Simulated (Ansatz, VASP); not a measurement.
## Two plane-wave programs on HfNbSe4

INCAR

```
ALGO = Normal ; EDIFF = 1E-6
EDIFFG = -0.01 ; ENCUT = 600
GGA = PE ; IBRION = 2
ISIF = 3 ; ISMEAR = 0
LASPH = True ; LCHARG = False
LREAL = False ; LWAVE = False
NELM = 100 ; NSW = 100
PREC = Accurate ; SIGMA = 0.1
```

Contents of KPOINTS:

```
k-points
0
Gamma
  8 8 8
```

File POSCAR:

```
HfNbSe4
1.0
    0.0000000000      3.9262395773      3.9262395773
    3.9262395773      0.0000000000      3.9262395773
    3.9262395773      3.9262395773      0.0000000000
Hf Nb Se
1 1 4
Direct
    0.0000000000      0.0000000000      0.0000000000
    0.2500000000      0.2500000000      0.2500000000
    0.6249398880      0.6249398880      0.1251803359
    0.6249398880      0.1251803359      0.6249398880
    0.1251803359      0.6249398880      0.6249398880
    0.6249398880      0.6249398880      0.6249398880
```

Input for Ansatz:

```yaml
crystal:
  lattice:
    - [0.0, 3.9262395773, 3.9262395773]
    - [3.9262395773, 0.0, 3.9262395773]
    - [3.9262395773, 3.9262395773, 0.0]
  atoms:
    - { symbol: Hf, position: [0.0, 0.0, 0.0] }
    - { symbol: Nb, position: [0.25, 0.25, 0.25] }
    - { symbol: Se, position: [0.624939888, 0.624939888, 0.1251803359] }
    - { symbol: Se, position: [0.624939888, 0.1251803359, 0.624939888] }
    - { symbol: Se, position: [0.1251803359, 0.624939888, 0.624939888] }
    - { symbol: Se, position: [0.624939888, 0.624939888, 0.624939888] }
basis:
  ecutwfc: 420
kpoints:
  mp_grid: { grid: [8, 8, 8] }
hamiltonian:
  xc: pbe
scf:
  occupations: { method: gaussian, width: 0.1 }
output:
  forces: true
  stress: true
  eigenvalues: true
relax:
  adjacent_minimum: "off"
  f_tol: 0.01
  max_steps: 80
  cell: { stress_tol: 0.05 }
```

Change from the starting cell: species swapped into the ZrCu4Ag type (F-43m, No. 216).

Alike in both runs: task relaxation of cell and atoms; functional PBE; k mesh 8 × 8 × 8; occupations gaussian, width 0.1 eV; no spin polarisation.

|  | VASP | Ansatz |
| --- | --- | --- |
| version | VASP 6.6.1 | Ansatz 0.2.0 |
| potentials or method | VASP PAW PBE potentials, release 64 (Hf_pv, Nb_sv, Se), cutoff 600 eV | scalar-relativistic, plane waves, PAW |
| valence electrons in the cell | 47 | 103 |

```csv
,VASP,Ansatz,Ansatz less VASP
"gap on the k mesh at the Fermi level, each at its own relaxed structure (eV)",none,none,-
relaxed volume (Å³/atom),20.02,20.05,+0.033
relaxed cell length with the largest relative difference (Å),5.538,5.541,+0.0031
```

A gap of «none» marks a metal or a gap that the smearing closes. VASP's potentials hold 47 valence electrons a cell and Ansatz's 103, so a difference there can come from the potentials and not from the codes.

Neither program's run includes spin-orbit coupling.
